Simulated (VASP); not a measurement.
Input of a VASP 6.6.1 run:

The input INCAR:

```
AGGAC = 1.0 ; AGGAX = 1.0
ALDAC = 0.0 ; ALDAX = 1.0
ALGO = Normal ; EDIFF = 1E-8
ENCUT = 600 ; GGA = B5
GGA_COMPAT = F ; IBRION = 6
ISIF = 3 ; ISMEAR = -1
IVDW = 12 ; LASPH = T
LCHARG = T ; LREAL = F
LWAVE = F ; NBANDS = 15
NELM = 120 ; NFREE = 2
NSW = 1 ; POTIM = 0.015
PREC = Accurate ; SIGMA = 0.1
VDW_A1 = 0.4298 ; VDW_A2 = 4.2359
VDW_S6 = 1.0 ; VDW_S8 = 2.6996
```

KPOINTS

```
k-points
0
Gamma
  7 7 7
```

Contents of POSCAR:

```
KF
1.0
    0.0000000000      2.6718500000      2.6718500000
    2.6718500000      0.0000000000      2.6718500000
    2.6718500000      2.6718500000      0.0000000000
K F
1 1
Direct
    0.0000000000      0.0000000000      0.0000000000
    0.5000000000      0.5000000000      0.5000000000
```

Potentials or basis: VASP PAW PBE potentials, release 64 (K_sv, F).

The run is started by

```bash
$ cat potpaw_PBE.64/K_sv/POTCAR potpaw_PBE.64/F/POTCAR > POTCAR
$ mpirun -np 1 vasp_std > vasp.out
```

**Question.** What does it give for the elastic constants C11, C12, C44?

**Answer.** 75, 11, 12 GPa.

**Question.** Estimate the Voigt bulk modulus.

**Answer.** 32 GPa.

**Question.** Estimate the highest phonon frequency at Γ, LO-TO splitting left out.

**Answer.** 194 cm⁻¹.

**Question.** Predict the dispersion energy per atom.

**Answer.** -0.374 eV.

Clamped-ion elastic tensor (GPa):
```
75 11 11  0  0  0
11 75 11  0  0  0
11 11 75  0  0  0
 0  0  0 12  0  0
 0  0  0  0 12  0
 0  0  0  0  0 12
```

Caveat: three body term missing; the PAW data sets were made with another functional, which shifts forces and pressure a little.
